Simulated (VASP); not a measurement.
A run of VASP 6.6.1 is set up as follows.

INCAR

```
SYSTEM = Ca4AlO
PREC = Accurate
ENCUT = 520
EDIFF = 1E-6
ISMEAR = 0
SIGMA = 0.1
LREAL = .FALSE.
LASPH = .TRUE.
NELM = 100
ALGO = Normal
ISIF = 2
LWAVE = .FALSE.
LCHARG = .FALSE.
GGA = PE
NBANDS = 34
```

KPOINTS

```
Automatic mesh
0
G
  4 4 4
  0 0 0
```

File POSCAR:

```
Ca4AlO
1.0
   -3.4437377100      3.4437377100      2.6967871300
    3.4437377100     -3.4437377100      2.6967871300
    3.4437377100      3.4437377100     -2.6967871300
Ca Al O
4 1 1
Direct
    0.4041354700      0.9041354700      0.8082709300
    0.0958645300      0.5958645300      0.1917290700
    0.5958645300      0.4041354700      0.5000000000
    0.9041354700      0.0958645300      0.5000000000
    0.5000000000      0.5000000000      0.0000000000
    0.0000000000      0.0000000000      0.0000000000
```

Potentials or basis: VASP PAW PBE potentials, release 64 (Ca_sv, Al, O).

Run with:

```bash
$ cat potpaw_PBE.64/Ca_sv/POTCAR potpaw_PBE.64/Al/POTCAR potpaw_PBE.64/O/POTCAR > POTCAR
$ mpirun -np 1 vasp_std > vasp.out
```

Q: Estimate the largest force.

A: 1.396 eV/Å.

Q: What does it give for the band gap on the k mesh?

A: Zero (an odd number of electrons rules out a gap without spin polarisation).

Q: Predict the pressure.

A: 11.9 GPa.

Forces on the atoms (eV/Å):
```
Ca   0.987  0.987  0.000
Ca  -0.987 -0.987  0.000
Ca   0.987 -0.987  0.000
Ca  -0.987  0.987  0.000
Al   0.000  0.000  0.000
O    0.000  0.000  0.000
```

Caveat: the k points lie up to 0.37 Å⁻¹ apart, too coarse for converged energies and pressures of a metal; an odd number of electrons without spin polarisation forces a metal; a magnetic or distorted state may lie lower.
